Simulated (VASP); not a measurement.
# SrO (P6_3/mmc) in VASP: settings compared

SrO is run at these levels: PBEsol, r2SCAN; tasks: single point.

Everything below comes from runs of VASP 6.6.1. Logs are shortened: lines on timing, memory, paths and dates and some standing lists are left out, and cuts for length are marked.

## (1) The cell of the first run

Symmetry: P6_3/mmc, No. 194, hexagonal system. The conventional cell has a = 4.270 Å, b = 4.270 Å, c = 5.144 Å, α = 90.00°, β = 90.00°, γ = 120.00°. Within 3.3 Å of Sr (site symmetry -6m2) lie 5 O at 2.47 to 2.57 Å. O (site symmetry -6m2) has 5 Sr at 2.47 to 2.57 Å within 3.3 Å.

## (2) Single point, PBEsol

Input file INCAR:

```
SYSTEM = SrO
  PREC = Accurate
  ENCUT = 520
  EDIFF = 1E-6
  ISMEAR = 0
  SIGMA = 0.01
  LREAL = .FALSE.
  LASPH = .TRUE.
  NELM = 80
  ALGO = Normal
  ISIF = 2
  LWAVE = .FALSE.
  LCHARG = .FALSE.
  GGA = PS
  NBANDS = 24
```

Input file KPOINTS:

```
Automatic mesh
0
G
  6 6 4
  0 0 0
```

Input file POSCAR:

```
SrO
1.0
    4.2700192687      0.0000000000      0.0000000000
   -2.1350096344      3.6979451613      0.0000000000
    0.0000000000      0.0000000000      5.1444717958
Sr O
2 2
Direct
    0.3333333333      0.6666666667      0.9375000000
    0.6666666667      0.3333333333      0.4375000000
    0.3333333333      0.6666666667      0.4375000000
    0.6666666667      0.3333333333      0.9375000000
```

Potentials or basis: VASP PAW PBE potentials, release 64 (Sr_sv, O).

Started as:

```console
$ cat potpaw_PBE.64/Sr_sv/POTCAR potpaw_PBE.64/O/POTCAR > POTCAR
$ mpirun -np 1 vasp_std > vasp.out
```

OUTCAR:

```text
SYSTEM = SrO
   PREC = Accurate
   ENCUT = 520
   EDIFF = 1E-6
   ISMEAR = 0
   LREAL = .FALSE.
   LASPH = .TRUE.
   NELM = 80
   ISIF = 2
   GGA = PS

 ion  position               nearest neighbor table
   1  0.333  0.667  0.938-   4 2.47   4 2.47   4 2.47   3 2.57   3 2.57   2 3.56   2 3.56   2 3.56
                             2 3.56   2 3.56   2 3.56
   2  0.667  0.333  0.438-   3 2.47   3 2.47   3 2.47   4 2.57   4 2.57   1 3.56   1 3.56   1 3.56
                             1 3.56   1 3.56   1 3.56
   3  0.333  0.667  0.438-   2 2.47   2 2.47   2 2.47   1 2.57   1 2.57
   4  0.667  0.333  0.938-   1 2.47   1 2.47   1 2.47   2 2.57   2 2.57

  LATTYP: Found a hexagonal cell.
 ALAT       =     4.2700192687
 C/A-ratio  =     1.2047888949

  Lattice vectors:

 A1 = (   4.2700192687,   0.0000000000,   0.0000000000)
 A2 = (  -2.1350096344,   3.6979451613,   0.0000000000)
 A3 = (   0.0000000000,   0.0000000000,   5.1444717958)

Analysis of symmetry for initial positions (statically):
=====================================================================
 Subroutine PRICEL returns:
 Original cell was already a primitive cell.

 Routine SETGRP: Setting up the symmetry group for a
 hexagonal supercell.

 Subroutine GETGRP returns: Found 24 space group operations
 (whereof  6 operations were pure point group operations)
 out of a pool of 24 trial point group operations.

The static configuration has the point symmetry C_3v.
 The point group associated with its full space group is D_6h.

Analysis of symmetry for dynamics (positions and initial velocities):
=====================================================================
 Subroutine PRICEL returns:
 Original cell was already a primitive cell.

 Routine SETGRP: Setting up the symmetry group for a
 hexagonal supercell.

 Subroutine GETGRP returns: Found 24 space group operations
 (whereof  6 operations were pure point group operations)
 out of a pool of 24 trial point group operations.

The dynamic configuration has the point symmetry C_3v.
 The point group associated with its full space group is D_6h.

 Subroutine INISYM returns: Found 24 space group operations
 (whereof  6 operations are pure point group operations),
 and found     1 'primitive' translations

----------------------------------------------------------------------------------------

                                     Primitive cell

  volume of cell :      81.2327

  direct lattice vectors                    reciprocal lattice vectors
     4.270019269  0.000000000  0.000000000     0.234190981  0.135210226  0.000000000
    -2.135009634  3.697945161  0.000000000     0.000000000  0.270420451  0.000000000
     0.000000000  0.000000000  5.144471796     0.000000000  0.000000000  0.194383416

  length of vectors
     4.270019269  4.270019269  5.144471796     0.270420451  0.270420451  0.194383416

  position of ions in fractional coordinates (direct lattice)
     0.333333333  0.666666667  0.937500000
     0.666666667  0.333333333  0.437500000
     0.333333333  0.666666667  0.437500000
     0.666666667  0.333333333  0.937500000

  ion indices of the primitive-cell ions
   primitive index   ion index
                 1           1
                 2           2
                 3           3
                 4           4

----------------------------------------------------------------------------------------

 KPOINTS: Automatic mesh

Automatic generation of k-mesh.
 Grid dimensions read from file:
 generate k-points for:    6    6    4

 Generating k-lattice:

  Cartesian coordinates                     Fractional coordinates (reciprocal lattice)
     0.039031830  0.022535038  0.000000000     0.166666667  0.000000000  0.000000000
     0.000000000  0.045070075  0.000000000     0.000000000  0.166666667  0.000000000
     0.000000000  0.000000000  0.048595854     0.000000000  0.000000000  0.250000000

  Length of vectors
     0.045070075  0.045070075  0.048595854

  Shift w.r.t. Gamma in fractional coordinates (k-lattice)
     0.000000000  0.000000000  0.000000000

 Subroutine IBZKPT returns following result:
 ===========================================

 Found     21 irreducible k-points:

 Following reciprocal coordinates:
            Coordinates               Weight
  0.000000  0.000000  0.000000      1.000000
  0.166667  0.000000  0.000000      6.000000
  0.333333 -0.000000  0.000000      6.000000
  0.500000 -0.000000  0.000000      3.000000
  0.166667  0.166667  0.000000      6.000000
  0.333333  0.166667  0.000000     12.000000
[... 13 lines left out ...]
  0.333333  0.166667  0.500000     12.000000
  0.333333  0.333333  0.500000      2.000000
   k-points           NKPTS =     21   k-points in BZ     NKDIM =     21   number of bands    NBANDS=     24
   number of dos      NEDOS =    301   number of ions     NIONS =      4
   total plane-waves  NPLWV =  40960
   dimension x,y,z NGX =    32 NGY =   32 NGZ =   40
   dimension x,y,z NGXF=    64 NGYF=   64 NGZF=   80
   ions per type =               2   2
   NGX,Y,Z   is equivalent  to a cutoff of  12.46, 12.46, 12.93 a.u.
   NGXF,Y,Z  is equivalent  to a cutoff of  24.92, 24.92, 25.85 a.u.
 SYSTEM =  SrO
   PREC   = accura    normal or accurate (medium, high low for compatibility)
   ISTART =      0    job   : 0-new  1-cont  2-samecut
   ICHARG =      2    charge: 1-file 2-atom 10-const
   ISPIN  =      1    spin polarized calculation?
   LNONCOLLINEAR =      F non collinear calculations
   LSORBIT =      F    spin-orbit coupling
   LASPH  =      T    aspherical Exc in radial PAW
   ENCUT  =  520.0 eV  38.22 Ry    6.18 a.u.   7.94  7.94  9.57*2*pi/ulx,y,z
   NELM   =     80;   NELMIN=  2; NELMDL= -5     # of ELM steps
   EDIFF  = 0.1E-05   stopping-criterion for ELM
   LREAL  =      F    real-space projection
   EDIFFG = 0.1E-04   stopping-criterion for IOM
   NSW    =      0    number of steps for IOM
   IBRION =     -1    ionic relax: 0-MD 1-quasi-New 2-CG
   NFREE  =      0    steps in history (QN), initial steepest desc. (CG)
   ISIF   =      2    stress and relaxation
   ISYM   =      2    0-nonsym 1-usesym 2-fastsym
   POTIM  = 0.5000    time-step for ionic-motion
   TEBEG  =    0.0;   TEEND  =   0.0 temperature during run
   PSTRESS=    0.0 pullay stress
   NELECT =      32.0000    total number of electrons
   NUPDOWN=      -1.0000    fix difference up-down
   EMIN   =  10.00;   EMAX   =-10.00  energy-range for DOS
   EFERMI =   0.00;   METHOD = LEGACY
   ISMEAR =     0;   SIGMA  =   0.01  broadening in eV -4-tet -1-fermi 0-gaus
   EFERMI_NEDOS =   21; number of points for ismear=-14 and -15
   IALGO  =     38    algorithm
   IMIX   =      4    mixing-type and parameters
     AMIX     =   0.40;   BMIX     =  1.00
     AMIX_MAG =   1.60;   BMIX_MAG =  1.00
  volume/ion in A,a.u.               =      20.31       137.05
  Fermi-wavevector in a.u.,A,eV,Ry     =   1.200092  2.267845 19.595386  1.440220
  Thomas-Fermi vector in A             =   2.335937
   LORBIT       =      0    0 simple, 1 ext, 2 COOP (PROOUT), +10 PAW based schemes
   GGA     = PS    functional components
   LHFCALC =     F    Hartree Fock is set to
   AEXX    =    0.0000 exact exchange contribution
   IVDW    =     0    specifies the selected vdW correction
   LEPSILON=     F    determine dielectric tensor
   LRPA    =     F    only Hartree local field effects (RPA)
 non-spin polarized calculation
 Gauss-broadening in eV      SIGMA  =   0.01
  energy-cutoff  :      520.00
  volume of cell :       81.23
 maximum number of plane-waves:      2208
 NGX is ok and might be reduce to    32
   NGX = 15   NGY = 15   NGZ = 19

 number of electron      32.0000008 magnetization

 Free energy of the ion-electron system (eV)
  ---------------------------------------------------
  ext. energy  EPLUGINS =         0.00000000
  ---------------------------------------------------
  free energy    TOTEN  =       -24.97813188 eV

  energy without entropy =      -24.97813188  energy(sigma->0) =      -24.97813188

 E-fermi :   0.7568     XC(G=0):  -9.1954

 val. band max:        0.6165927522   @ k =   0.0000   0.0000   0.0000
 cond. band min:       3.1315118875   @ k =   0.0000   0.0000   0.0000
 fundamental gap:      2.5149191353
 Fermi energy:         0.7568441344

 k-point     1 :       0.0000    0.0000    0.0000
  band No.  band energies     occupation
      1     -31.6511      2.00000
      2     -31.4783      2.00000
      3     -14.3265      2.00000
      4     -14.3265      2.00000
      5     -14.2314      2.00000
      6     -13.8197      2.00000
[... 16 lines left out ...]
     23       9.1741      0.00000
     24       9.4184      0.00000

 k-point     2 :       0.1667    0.0000    0.0000
  band No.  band energies     occupation
      1     -31.6363      2.00000
      2     -31.4838      2.00000
      3     -14.8001      2.00000
      4     -14.7216      2.00000
      5     -14.1747      2.00000
      6     -13.8578      2.00000
[... 16 lines left out ...]
     23       9.0669      0.00000
     24       9.0848      0.00000

 k-point     3 :       0.3333   -0.0000    0.0000
  band No.  band energies     occupation
      1     -31.6009      2.00000
      2     -31.5010      2.00000
      3     -15.2637      2.00000
      4     -15.1724      2.00000
      5     -14.0295      2.00000
      6     -13.9269      2.00000
[... 16 lines left out ...]
     23       8.8674      0.00000
     24       9.3449      0.00000
[... 433 lines left out ...]
 k-point    20 :       0.3333    0.1667    0.5000
  band No.  band energies     occupation
      1     -31.5446      2.00000
      2     -31.5446      2.00000
      3     -15.7717      2.00000
      4     -15.7717      2.00000
      5     -13.7873      2.00000
      6     -13.7873      2.00000
[... 16 lines left out ...]
     23       9.6890      0.00000
     24       9.6890      0.00000

 k-point    21 :       0.3333    0.3333    0.5000
  band No.  band energies     occupation
      1     -31.5422      2.00000
      2     -31.5422      2.00000
      3     -15.8266      2.00000
      4     -15.8266      2.00000
      5     -13.8399      2.00000
      6     -13.8399      2.00000
[... 16 lines left out ...]
     23       9.8706      0.00000
     24       9.8706      0.00000

------------------------ aborting loop because EDIFF is reached ----------------------------------------

  FORCE on cell =-STRESS in cart. coord.  units (eV):
  Direction    XX          YY          ZZ          XY          YZ          ZX
  --------------------------------------------------------------------------------------
  -------------------------------------------------------------------------------------
  Total       -0.5818914     -0.5818914     -0.5948650      0.0000000      0.0000000      0.0000000
  in kB      -11.4768168    -11.4768168    -11.7326992      0.0000000      0.0000000      0.0000000
  external PRESSURE =     -11.5621109 kB  Pullay stress =       0.0000000 kB

 VOLUME and BASIS-vectors are now :
 -----------------------------------------------------------------------------
  energy-cutoff  :      520.00
  volume of cell :       81.23
      direct lattice vectors                 reciprocal lattice vectors
     4.270019269  0.000000000  0.000000000     0.234190981  0.135210226  0.000000000
    -2.135009634  3.697945161  0.000000000     0.000000000  0.270420451  0.000000000
     0.000000000  0.000000000  5.144471796     0.000000000  0.000000000  0.194383416

 POSITION                                       TOTAL-FORCE (eV/Angst)
 -----------------------------------------------------------------------------------
     -0.00000      2.46530      4.82294         0.000000      0.000000      0.000000
      2.13501      1.23265      2.25071        -0.000000      0.000000      0.000000
     -0.00000      2.46530      2.25071        -0.000000      0.000000     -0.000000
      2.13501      1.23265      4.82294         0.000000     -0.000000     -0.000000
 -----------------------------------------------------------------------------------
    total drift:                               -0.000000      0.000000      0.000000

  FREE ENERGIE OF THE ION-ELECTRON SYSTEM (eV)
  ---------------------------------------------------
  free  energy   TOTEN  =       -24.9781318775 eV

  energy  without entropy=      -24.9781318775  energy(sigma->0) =      -24.97813188
```

Run time: 55 s. Hardware: 1 thread of Intel Xeon 8259CL, shared host; peak memory 0.21 GiB.

What came out:

```
Free energy            : -24.9781 eV
Pressure               : -1.2 GPa
Band gap on the k mesh : 2.51 eV
```

Levels at points of the mesh, in eV from the valence-band top:
| k point | band 12 | band 13 | band 14 | band 15 | band 16 | band 17 | band 18 | band 19 | band 20 | band 21 |
| --- | --- | --- | --- | --- | --- | --- | --- | --- | --- | --- |
| (0.00, 0.00, 0.00) | -1.07 | -0.90 | -0.90 | -0.33 | 0.00 | 2.51 | 6.06 | 6.06 | 7.10 | 8.02 |
| (0.50, 0.00, 0.00) | -0.88 | -0.37 | -0.36 | -0.35 | -0.27 | 4.20 | 4.75 | 4.99 | 7.09 | 8.02 |
| (0.00, 0.00, 0.50) | -1.28 | -1.11 | -1.11 | -1.11 | -1.11 | 4.23 | 4.23 | 7.83 | 7.83 | 7.83 |
| (0.50, 0.00, 0.50) | -1.68 | -0.92 | -0.92 | -0.45 | -0.45 | 4.84 | 4.84 | 7.35 | 7.35 | 8.10 |

Caveat: the PAW data sets were made with another functional, which shifts forces and pressure a little.

## (3) Single point, PBEsol

Input file INCAR:

```
PREC = Accurate
ENCUT = 520
EDIFF = 1E-6
ISMEAR = -1
SIGMA = 0.5
LREAL = F
LASPH = T
NELM = 100
ALGO = Normal
ISIF = 2
LWAVE = F
LCHARG = F
GGA = PS
NBANDS = 24
```

Input file KPOINTS:

```
Automatic mesh
0
Gamma
  6 6 4
```

POSCAR is that of step 2.

Potentials or basis: VASP PAW PBE potentials, release 64 (Sr_sv, O).

Started as:

```console
$ cat potpaw_PBE.64/Sr_sv/POTCAR potpaw_PBE.64/O/POTCAR > POTCAR
$ mpirun -np 1 vasp_std > vasp.out
```

Run time: 53 s. Hardware: 1 thread of Intel Xeon 8259CL, shared host; peak memory 0.21 GiB.

Results (log left out):

| Quantity | Value |
| --- | --- |
| Free energy | -25.0284 eV |
| Pressure | -0.9 GPa |
| Band gap on the k mesh | 2.53 eV |

Stress tensor (GPa, compression positive):
```
-0.87  0.00  0.00
 0.00 -0.87  0.00
 0.00  0.00 -1.02
```

Levels at points of the mesh, in eV from the valence-band top:
| k point | band 13 | band 14 | band 15 | band 16 | band 17 | band 18 | band 19 | band 20 |
| --- | --- | --- | --- | --- | --- | --- | --- | --- |
| (0.00, 0.00, 0.00) | -0.89 | -0.89 | -0.33 | 0.00 | 2.53 | 6.10 | 6.10 | 7.13 |
| (0.50, 0.00, 0.00) | -0.36 | -0.35 | -0.34 | -0.27 | 4.22 | 4.77 | 5.03 | 7.12 |
| (0.00, 0.00, 0.50) | -1.10 | -1.10 | -1.10 | -1.10 | 4.25 | 4.25 | 7.87 | 7.87 |
| (0.50, 0.00, 0.50) | -0.91 | -0.91 | -0.44 | -0.44 | 4.86 | 4.86 | 7.39 | 7.39 |

Caveat: the PAW data sets were made with another functional, which shifts forces and pressure a little.

## (4) Single point, r2SCAN

POSCAR is that of step 3.

Input file INCAR.step1:

```
SYSTEM = SrO
ALGO     = Normal         ! electronic algorithm
EDIFF    = 1E-4           ! SCF threshold, eV
ENCUT    = 520            ! plane-wave cutoff, eV
GGA      = PE             ! functional
ISMEAR   = 0              ! smearing method
LASPH    = .TRUE.         ! aspherical terms in the spheres
LCHARG   = .FALSE.        ! write CHGCAR
LREAL    = .FALSE.        ! projectors in reciprocal space
LWAVE    = .TRUE.         ! write WAVECAR
NBANDS   = 24             ! bands
NELM     = 80             ! most SCF steps
PREC     = Accurate       ! precision mode
SIGMA    = 0.01           ! smearing width, eV
```

Input file INCAR.step2:

```
SYSTEM = SrO
ALGO     = Normal         ! electronic algorithm
EDIFF    = 1E-6           ! SCF threshold, eV
ENCUT    = 520            ! plane-wave cutoff, eV
ISIF     = 2              ! what is computed and relaxed
ISMEAR   = 0              ! smearing method
ISTART   = 1            
LASPH    = .TRUE.         ! aspherical terms in the spheres
LCHARG   = .TRUE.         ! write CHGCAR
LELF     = .TRUE.         ! ELF
LMIXTAU  = .TRUE.       
LREAL    = .FALSE.        ! projectors in reciprocal space
LVHAR    = .TRUE.       
LWAVE    = .FALSE.        ! write WAVECAR
METAGGA  = R2SCAN         ! meta-GGA
NBANDS   = 24             ! bands
NELM     = 80             ! most SCF steps
PREC     = Accurate       ! precision mode
SIGMA    = 0.01           ! smearing width, eV
```

Input file KPOINTS:

```
k-points
0
G
  6 6 4
  0 0 0
```

Started as:

```console
$ cat potpaw_PBE.64/Sr_sv/POTCAR potpaw_PBE.64/O/POTCAR > POTCAR
$ cp INCAR.step1 INCAR
$ mpirun -np 1 vasp_std > vasp.out
$ cp INCAR.step2 INCAR
$ mpirun -np 1 vasp_std > vasp.out
```

Run time: 2.9 min. Hardware: 1 thread of Intel Xeon 8259CL, shared host; peak memory 0.22 GiB.

The run converged. Its results:

```yaml
Free_energy: -53.7638 eV
Pressure: 0.5 GPa
Band_gap_on_the_k_mesh: 3.02 eV
```

Levels at points of the mesh, in eV from the valence-band top:
```tsv
k point	band 14	band 15	band 16	band 17	band 18	band 19
(0.00, 0.00, 0.00)	-0.89	-0.32	0.00	3.02	6.73	6.73
(0.50, 0.00, 0.00)	-0.35	-0.33	-0.27	4.63	5.26	5.62
(0.00, 0.00, 0.50)	-1.09	-1.09	-1.09	4.72	4.72	8.48
(0.50, 0.00, 0.50)	-0.90	-0.43	-0.43	5.29	5.29	8.00
```

Caveat: the PAW data sets were made with another functional, which shifts forces and pressure a little.

## (5) Summary

```csv
level,smearing,gap on the mesh (eV),pressure (GPa)
PBEsol,gaussian 0.01 eV,2.51,-1.2
PBEsol,fermi-dirac 0.5 eV,2.53,-0.9
r2SCAN,gaussian 0.01 eV,3.02,0.5
```

Alike in all rows: task single point; potentials or basis VASP PAW PBE potentials, release 64 (Sr_sv, O); no spin polarisation; cell as given; k mesh 6 × 6 × 4; cutoff (eV) 520.

On the cell as given the gap runs from 2.51 eV (PBEsol) to 3.02 eV (r2SCAN). The pressure there spans -1.2 GPa (PBEsol) to 0.5 GPa (r2SCAN); a positive pressure means that this level wants a larger cell, a negative one a smaller.

Caveats: the PAW data sets were made with another functional, which shifts forces and pressure a little.

Total energies depend on the potentials used, so only differences within one code and one set of settings carry meaning.
